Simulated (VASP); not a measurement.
# TaN (Fm-3m) in VASP: a series of runs

The runs below take TaN through single point, with PBE.

All numbers are computed with VASP 6.6.1; they aren't measurements. Logs are shortened: lines on timing, memory, paths and dates and some standing lists are left out, and cuts for length are marked.

## (1) The cell of the first run

Symmetry: Fm-3m, No. 225, cubic system. The conventional cell has a = 4.423 Å, b = 4.423 Å, c = 4.423 Å, α = 90.00°, β = 90.00°, γ = 90.00°. Within 2.9 Å of Ta (site symmetry m-3m) lie 6 N at 2.21 Å. Within 2.9 Å of N (site symmetry m-3m) lie 6 Ta at 2.21 Å.

## (2) Single point, PBE

File INCAR:

```
SYSTEM = TaN
ALGO = Normal
EDIFF = 1E-6
ENCUT = 520
GGA = PE
ISIF = 2
ISMEAR = 0
LASPH = .True.
LCHARG = .False.
LREAL = .False.
LWAVE = .False.
NBANDS = 15
NELM = 80
PREC = Accurate
SIGMA = 0.1
```

File KPOINTS:

```
k-points
0
Gamma
  8 8 8
  0 0 0
```

File POSCAR:

```
TaN
1.0
    0.0000000000      2.2113230000      2.2113230000
    2.2113230000      0.0000000000      2.2113230000
    2.2113230000      2.2113230000      0.0000000000
Ta N
1 1
Direct
    0.5000000000      0.5000000000      0.5000000000
    0.0000000000      0.0000000000      0.0000000000
```

Potentials or basis: VASP PAW PBE potentials, release 64 (Ta_pv, N).

The run is started by

```console
> cat potpaw_PBE.64/Ta_pv/POTCAR potpaw_PBE.64/N/POTCAR > POTCAR
> mpirun -np 1 vasp_std > vasp.out
```

OUTCAR:

```text
SYSTEM = TaN
   EDIFF = 1E-6
   ENCUT = 520
   GGA = PE
   ISIF = 2
   ISMEAR = 0
   LASPH = .True.
   LREAL = .False.
   NELM = 80
   PREC = Accurate

 ion  position               nearest neighbor table
   1  0.500  0.500  0.500-   2 2.21   2 2.21   2 2.21   2 2.21   2 2.21   2 2.21
   2  0.000  0.000  0.000-   1 2.21   1 2.21   1 2.21   1 2.21   1 2.21   1 2.21

  LATTYP: Found a face centered cubic cell.
 ALAT       =     4.4226460000

  Lattice vectors:

 A1 = (   0.0000000000,   2.2113230000,   2.2113230000)
 A2 = (   2.2113230000,   0.0000000000,   2.2113230000)
 A3 = (   2.2113230000,   2.2113230000,   0.0000000000)

Analysis of symmetry for initial positions (statically):
=====================================================================
 Subroutine PRICEL returns:
 Original cell was already a primitive cell.

 Routine SETGRP: Setting up the symmetry group for a
 face centered cubic supercell.

 Subroutine GETGRP returns: Found 48 space group operations
 (whereof 48 operations were pure point group operations)
 out of a pool of 48 trial point group operations.

The static configuration has the point symmetry O_h .

Analysis of symmetry for dynamics (positions and initial velocities):
=====================================================================
 Subroutine PRICEL returns:
 Original cell was already a primitive cell.

 Routine SETGRP: Setting up the symmetry group for a
 face centered cubic supercell.

 Subroutine GETGRP returns: Found 48 space group operations
 (whereof 48 operations were pure point group operations)
 out of a pool of 48 trial point group operations.

The dynamic configuration has the point symmetry O_h .

 Subroutine INISYM returns: Found 48 space group operations
 (whereof 48 operations are pure point group operations),
 and found     1 'primitive' translations

----------------------------------------------------------------------------------------

                                     Primitive cell

  volume of cell :      21.6265

  direct lattice vectors                    reciprocal lattice vectors
     0.000000000  2.211323000  2.211323000    -0.226108985  0.226108985  0.226108985
     2.211323000  0.000000000  2.211323000     0.226108985 -0.226108985  0.226108985
     2.211323000  2.211323000  0.000000000     0.226108985  0.226108985 -0.226108985

  length of vectors
     3.127282977  3.127282977  3.127282977     0.391632251  0.391632251  0.391632251

  position of ions in fractional coordinates (direct lattice)
[... 83 lines left out ...]
   IBRION =     -1    ionic relax: 0-MD 1-quasi-New 2-CG
   NFREE  =      0    steps in history (QN), initial steepest desc. (CG)
   ISIF   =      2    stress and relaxation
   ISYM   =      2    0-nonsym 1-usesym 2-fastsym
   POTIM  = 0.5000    time-step for ionic-motion
   TEBEG  =    0.0;   TEEND  =   0.0 temperature during run
   PSTRESS=    0.0 pullay stress
   NELECT =      16.0000    total number of electrons
   NUPDOWN=      -1.0000    fix difference up-down
   EMIN   =  10.00;   EMAX   =-10.00  energy-range for DOS
   EFERMI =   0.00;   METHOD = LEGACY
   ISMEAR =     0;   SIGMA  =   0.10  broadening in eV -4-tet -1-fermi 0-gaus
   EFERMI_NEDOS =   21; number of points for ismear=-14 and -15
   IALGO  =     38    algorithm
   IMIX   =      4    mixing-type and parameters
     AMIX     =   0.40;   BMIX     =  1.00
     AMIX_MAG =   1.60;   BMIX_MAG =  1.00
  volume/ion in A,a.u.               =      10.81        72.97
  Fermi-wavevector in a.u.,A,eV,Ry     =   1.480651  2.798024 29.828417  2.192327
  Thomas-Fermi vector in A             =   2.594659
   LORBIT       =      0    0 simple, 1 ext, 2 COOP (PROOUT), +10 PAW based schemes
   GGA     = PE    functional components
   LHFCALC =     F    Hartree Fock is set to
   AEXX    =    0.0000 exact exchange contribution
   IVDW    =     0    specifies the selected vdW correction
   LEPSILON=     F    determine dielectric tensor
   LRPA    =     F    only Hartree local field effects (RPA)
 non-spin polarized calculation
 Gauss-broadening in eV      SIGMA  =   0.10
  energy-cutoff  :      520.00
  volume of cell :       21.63
 maximum number of plane-waves:       604
   NGX = 11   NGY = 11   NGZ = 11

 number of electron      16.0000003 magnetization

 Free energy of the ion-electron system (eV)
  ---------------------------------------------------
  ext. energy  EPLUGINS =         0.00000000
  ---------------------------------------------------
  free energy    TOTEN  =       -21.80378267 eV

  energy without entropy =      -21.80037129  energy(sigma->0) =      -21.80207698

 E-fermi :   9.4112     XC(G=0): -13.3424

 val. band max:        9.3422952045   @ k =  -0.2500   0.3750   0.1250
 cond. band min:       9.4199824805   @ k =   0.0000   0.0000   0.0000
 fundamental gap:      0.0776872760
 Fermi energy:         9.4111770649

 k-point     1 :       0.0000    0.0000    0.0000
  band No.  band energies     occupation
      1     -26.4465      2.00000
      2     -26.4465      2.00000
      3     -26.4465      2.00000
      4      -9.3660      2.00000
      5       5.5805      2.00000
      6       5.5805      2.00000
      7       5.5805      2.00000
      8       7.2982      2.00000
      9       7.2982      2.00000
     10       7.2982      2.00000
     11       9.4200      0.90090
     12       9.4200      0.90089
     13      10.7318      0.00000
     14      18.7540      0.00000
[... 401 lines left out ...]
      2     -26.7272      2.00000
      3     -26.5934      2.00000
      4      -6.9936      2.00000
      5       0.3108      2.00000
      6       2.3461      2.00000
      7       2.4359      2.00000
      8       9.5619      0.03304
      9      10.0025      0.00000
     10      11.9037      0.00000
     11      14.3590      0.00000
     12      15.5510      0.00000
     13      17.6257      0.00000
     14      19.3779      0.00000
     15      21.7037      0.00000

 [... further k-points ...]
[... 5 lines left out ...]
  --------------------------------------------------------------------------------------
  -------------------------------------------------------------------------------------
  Total       -0.0392705     -0.0392705     -0.0392705      0.0000000      0.0000000      0.0000000
  in kB       -2.9093168     -2.9093168     -2.9093168      0.0000000      0.0000000      0.0000000
  external PRESSURE =      -2.9093168 kB  Pullay stress =       0.0000000 kB

 VOLUME and BASIS-vectors are now :
 -----------------------------------------------------------------------------
  energy-cutoff  :      520.00
  volume of cell :       21.63
      direct lattice vectors                 reciprocal lattice vectors
     0.000000000  2.211323000  2.211323000    -0.226108985  0.226108985  0.226108985
     2.211323000  0.000000000  2.211323000     0.226108985 -0.226108985  0.226108985
     2.211323000  2.211323000  0.000000000     0.226108985  0.226108985 -0.226108985

 POSITION                                       TOTAL-FORCE (eV/Angst)
 -----------------------------------------------------------------------------------
      2.21132      2.21132      2.21132         0.000000      0.000000      0.000000
      0.00000      0.00000      0.00000        -0.000000     -0.000000     -0.000000
 -----------------------------------------------------------------------------------
    total drift:                                0.000000     -0.000000     -0.000000

  FREE ENERGIE OF THE ION-ELECTRON SYSTEM (eV)
  ---------------------------------------------------
  free  energy   TOTEN  =       -21.8037826703 eV

  energy  without entropy=      -21.8003712915  energy(sigma->0) =      -21.80207698
```

OSZICAR:

```text
N       E                     dE             d eps       ncg     rms          rms(c)
DAV:   1     0.902989920110E+02    0.90299E+02   -0.87990E+03   870   0.112E+03
DAV:   2    -0.220776002800E+02   -0.11238E+03   -0.10672E+03  1108   0.304E+02
DAV:   3    -0.248121721767E+02   -0.27346E+01   -0.26998E+01   954   0.433E+01
DAV:   4    -0.248233747244E+02   -0.11203E-01   -0.11198E-01  1164   0.298E+00
DAV:   5    -0.248234510882E+02   -0.76364E-04   -0.76363E-04   926   0.220E-01    0.233E+01
DAV:   6    -0.219127804308E+02    0.29107E+01   -0.57706E+00  1018   0.264E+01    0.956E+00
DAV:   7    -0.218381584153E+02    0.74622E-01   -0.52072E-01   975   0.608E+00    0.678E+00
DAV:   8    -0.218113897460E+02    0.26769E-01   -0.15396E-01   989   0.337E+00    0.172E+00
DAV:   9    -0.218038007911E+02    0.75890E-02   -0.19307E-02   996   0.116E+00    0.321E-01
DAV:  10    -0.218038018238E+02   -0.10327E-05   -0.13951E-03  1031   0.353E-01    0.679E-02
DAV:  11    -0.218037823667E+02    0.19457E-04   -0.41182E-05   996   0.681E-02    0.194E-02
DAV:  12    -0.218037826703E+02   -0.30365E-06   -0.44109E-06   989   0.206E-02
   1 F= -.21803783E+02 E0= -.21802077E+02  d E =-.341138E-02
```

Run time: 6.8 s. Hardware: 1 thread of Intel Xeon 6975P-C, shared host; peak memory 0.14 GiB.

What came out:

```
Free energy            : -21.8038 eV
Pressure               : -0.3 GPa
Band gap on the k mesh : zero (band 8 reaches 11.21 eV, above the bottom of band 9 at 7.30 eV)
```

Caveat: spin-orbit coupling is left out, which moves the levels of the heavy elements.

## (3) Single point, PBE

This run uses another cell than the first one, of 10.77 Å³/atom, 0.996 times its volume.

File INCAR:

```
SYSTEM = TaN
PREC = Accurate
ENCUT = 520
EDIFF = 1E-7
ISMEAR = 0
SIGMA = 0.1
LREAL = .False.
LASPH = .True.
NELM = 60
ALGO = Normal
ISIF = 2
LWAVE = .False.
LCHARG = .False.
GGA = PE
NBANDS = 15
```

File KPOINTS:

```
Automatic mesh
0
Gamma
  16 16 16
  0 0 0
```

File POSCAR:

```
TaN
1.0
    0.0000000000      2.2086769773      2.2086769773
    2.2086769773      0.0000000000      2.2086769773
    2.2086769773      2.2086769773      0.0000000000
Ta N
1 1
Direct
    0.5000000000      0.5000000000      0.5000000000
    0.0000000000      0.0000000000      0.0000000000
```

Potentials or basis: VASP PAW PBE potentials, release 64 (Ta_pv, N).

The run is started by

```console
> cat potpaw_PBE.64/Ta_pv/POTCAR potpaw_PBE.64/N/POTCAR > POTCAR
> mpirun -np 1 vasp_std > vasp.out
```

OUTCAR:

```text
SYSTEM = TaN
   PREC = Accurate
   ENCUT = 520
   EDIFF = 1E-7
   ISMEAR = 0
   LREAL = .False.
   LASPH = .True.
   NELM = 60
   ISIF = 2
   GGA = PE

 ion  position               nearest neighbor table
   1  0.500  0.500  0.500-   2 2.21   2 2.21   2 2.21   2 2.21   2 2.21   2 2.21
   2  0.000  0.000  0.000-   1 2.21   1 2.21   1 2.21   1 2.21   1 2.21   1 2.21

  LATTYP: Found a face centered cubic cell.
 ALAT       =     4.4173539546

  Lattice vectors:

 A1 = (   0.0000000000,   2.2086769773,   2.2086769773)
 A2 = (   2.2086769773,   0.0000000000,   2.2086769773)
 A3 = (   2.2086769773,   2.2086769773,   0.0000000000)

Analysis of symmetry for initial positions (statically):
=====================================================================
 Subroutine PRICEL returns:
 Original cell was already a primitive cell.

 Routine SETGRP: Setting up the symmetry group for a
 face centered cubic supercell.

 Subroutine GETGRP returns: Found 48 space group operations
 (whereof 48 operations were pure point group operations)
 out of a pool of 48 trial point group operations.

The static configuration has the point symmetry O_h .

Analysis of symmetry for dynamics (positions and initial velocities):
[... 165 lines left out ...]

 k-point     1 :       0.0000    0.0000    0.0000
  band No.  band energies     occupation
      1     -26.4073      2.00000
      2     -26.4073      2.00000
      3     -26.4073      2.00000
      4      -9.3580      2.00000
      5       5.6068      2.00000
      6       5.6068      2.00000
      7       5.6068      2.00000
      8       7.3265      2.00000
      9       7.3265      2.00000
     10       7.3265      2.00000
     11       9.4569      0.32929
     12       9.4569      0.32928
     13      10.8003      0.00000
     14      18.7959      0.00000
[... 401 lines left out ...]
      2     -26.4283      2.00000
      3     -26.4095      2.00000
      4      -9.1166      2.00000
      5       4.4101      2.00000
      6       4.7374      2.00000
      7       5.0736      2.00000
      8       7.4983      2.00000
      9       7.7083      2.00000
     10       8.0140      2.00000
     11       9.8562      0.00000
     12      10.7108      0.00000
     13      11.6220      0.00000
     14      19.5452      0.00000
     15      21.7286      0.00000

 [... further k-points ...]
[... 5 lines left out ...]
  --------------------------------------------------------------------------------------
  -------------------------------------------------------------------------------------
  Total        0.1016630      0.1016630      0.1016630     -0.0000000     -0.0000000      0.0000000
  in kB        7.5586952      7.5586952      7.5586952     -0.0000000     -0.0000000      0.0000000
  external PRESSURE =       7.5586952 kB  Pullay stress =       0.0000000 kB

 VOLUME and BASIS-vectors are now :
 -----------------------------------------------------------------------------
  energy-cutoff  :      520.00
  volume of cell :       21.55
      direct lattice vectors                 reciprocal lattice vectors
     0.000000000  2.208676977  2.208676977    -0.226379867  0.226379867  0.226379867
     2.208676977  0.000000000  2.208676977     0.226379867 -0.226379867  0.226379867
     2.208676977  2.208676977  0.000000000     0.226379867  0.226379867 -0.226379867

 POSITION                                       TOTAL-FORCE (eV/Angst)
 -----------------------------------------------------------------------------------
      2.20868      2.20868      2.20868         0.000000      0.000000      0.000000
      0.00000      0.00000      0.00000        -0.000000     -0.000000     -0.000000
 -----------------------------------------------------------------------------------
    total drift:                                0.000000     -0.000000     -0.000000

  FREE ENERGIE OF THE ION-ELECTRON SYSTEM (eV)
  ---------------------------------------------------
  free  energy   TOTEN  =       -21.8263972836 eV

  energy  without entropy=      -21.8206116759  energy(sigma->0) =      -21.82350448
```

OSZICAR:

```text
N       E                     dE             d eps       ncg     rms          rms(c)
DAV:   1     0.904996041181E+02    0.90500E+02   -0.88284E+03  4358   0.113E+03
DAV:   2    -0.220022145334E+02   -0.11250E+03   -0.10595E+03  5470   0.304E+02
DAV:   3    -0.248491560118E+02   -0.28469E+01   -0.28316E+01  4728   0.451E+01
DAV:   4    -0.248607031630E+02   -0.11547E-01   -0.11541E-01  5779   0.308E+00
DAV:   5    -0.248607825726E+02   -0.79410E-04   -0.79409E-04  4798   0.228E-01    0.235E+01
DAV:   6    -0.219257639542E+02    0.29350E+01   -0.54787E+00  5209   0.263E+01    0.966E+00
DAV:   7    -0.218609654111E+02    0.64799E-01   -0.55791E-01  4910   0.612E+00    0.679E+00
DAV:   8    -0.218335884449E+02    0.27377E-01   -0.15232E-01  5057   0.335E+00    0.170E+00
DAV:   9    -0.218264514381E+02    0.71370E-02   -0.18937E-02  5029   0.115E+00    0.323E-01
DAV:  10    -0.218264319593E+02    0.19479E-04   -0.13663E-03  5169   0.371E-01    0.667E-02
DAV:  11    -0.218263973496E+02    0.34610E-04   -0.66162E-05  4974   0.920E-02    0.173E-02
DAV:  12    -0.218263976841E+02   -0.33456E-06   -0.58869E-06  5022   0.233E-02    0.767E-03
DAV:  13    -0.218263972578E+02    0.42636E-06   -0.20983E-07  5091   0.443E-03    0.215E-03
DAV:  14    -0.218263972836E+02   -0.25871E-07   -0.13109E-08  2861   0.116E-03
   1 F= -.21826397E+02 E0= -.21823504E+02  d E =-.578561E-02
```

Wall time 26 s (1 thread of Intel Xeon 6975P-C, shared host); peak memory 0.18 GiB.

Results:

- Free energy: -21.8264 eV
- Pressure: 0.8 GPa
- Band gap on the k mesh: zero (band 8 reaches 11.26 eV, above the bottom of band 9 at 7.33 eV)

Levels at points of the mesh, in eV from the Fermi level:
| k point | band 6 | band 7 | band 8 | band 9 | band 10 | band 11 |
| --- | --- | --- | --- | --- | --- | --- |
| (0.00, 0.00, 0.00) | -3.78 | -3.78 | -2.06 | -2.06 | -2.06 | 0.07 |
| (0.50, 0.00, 0.00) | -7.47 | -7.47 | 1.87 | 1.87 | 1.96 | 3.79 |
| (0.50, 0.50, 0.00) | -5.37 | -4.60 | -4.60 | 2.08 | 3.48 | 3.48 |

Caveat: spin-orbit coupling is left out, which moves the levels of the heavy elements.

## (4) Single point, PBE

This run uses another cell than the first one, of 10.78 Å³/atom, 0.997 times its volume.

File INCAR:

```
SYSTEM = TaN
  PREC = Accurate
  ENCUT = 520
  EDIFF = 1E-6
  ISMEAR = -1
  SIGMA = 0.15
  LREAL = .FALSE.
  LASPH = .TRUE.
  NELM = 80
  ALGO = Normal
  ISIF = 2
  LWAVE = .FALSE.
  LCHARG = .FALSE.
  GGA = PE
  NBANDS = 15
```

File KPOINTS:

```
regular mesh
0
G
  16 16 16
  0 0 0
```

File POSCAR:

```
TaN
1.0
    0.0000000000      2.2092039159      2.2092039159
    2.2092039159      0.0000000000      2.2092039159
    2.2092039159      2.2092039159      0.0000000000
Ta N
1 1
Direct
    0.5000000000      0.5000000000      0.5000000000
    0.0000000000      0.0000000000      0.0000000000
```

The run is started by

```console
> cat potpaw_PBE.64/Ta_pv/POTCAR potpaw_PBE.64/N/POTCAR > POTCAR
> mpirun -np 1 vasp_std > vasp.out
```

It took 23 s on 1 thread of Intel Xeon 6975P-C, shared host; peak memory 0.18 GiB.

It converged, with:

- Free energy: -21.8576 eV
- Pressure: 0.8 GPa
- Band gap on the k mesh: zero (band 8 reaches 11.25 eV, above the bottom of band 9 at 7.32 eV)

Levels at points of the mesh, in eV from the Fermi level:
| k point | band 4 | band 5 | band 6 | band 7 | band 8 | band 9 | band 10 | band 11 | band 12 | band 13 |
| --- | --- | --- | --- | --- | --- | --- | --- | --- | --- | --- |
| (0.00, 0.00, 0.00) | -18.74 | -3.78 | -3.78 | -3.78 | -2.06 | -2.06 | -2.06 | 0.07 | 0.07 | 1.41 |
| (0.50, 0.00, 0.00) | -15.80 | -10.25 | -7.47 | -7.47 | 1.87 | 1.87 | 1.96 | 3.79 | 7.39 | 7.39 |
| (0.50, 0.50, 0.00) | -17.49 | -6.61 | -5.36 | -4.60 | -4.60 | 2.08 | 3.47 | 3.47 | 4.39 | 6.66 |

Caveat: spin-orbit coupling is left out, which moves the levels of the heavy elements.

## (5) Summary

```csv
cell,k mesh,smearing,gap on the mesh (eV),pressure (GPa)
"a = 3.127 Å, angles 60.0°, 2 atoms",8 × 8 × 8,gaussian 0.1 eV,none,-0.3
"a = 3.124 Å, angles 60.0°, 2 atoms",16 × 16 × 16,gaussian 0.1 eV,none,0.8
"a = 3.124 Å, angles 60.0°, 2 atoms",16 × 16 × 16,fermi-dirac 0.15 eV,none,0.8
```

Alike in all rows: task single point; level PBE; potentials or basis VASP PAW PBE potentials, release 64 (Ta_pv, N); no spin polarisation; cutoff (eV) 520.

Caveats: spin-orbit coupling is left out, which moves the levels of the heavy elements.

Total energies depend on the potentials used, so only differences within one code and one set of settings carry meaning.
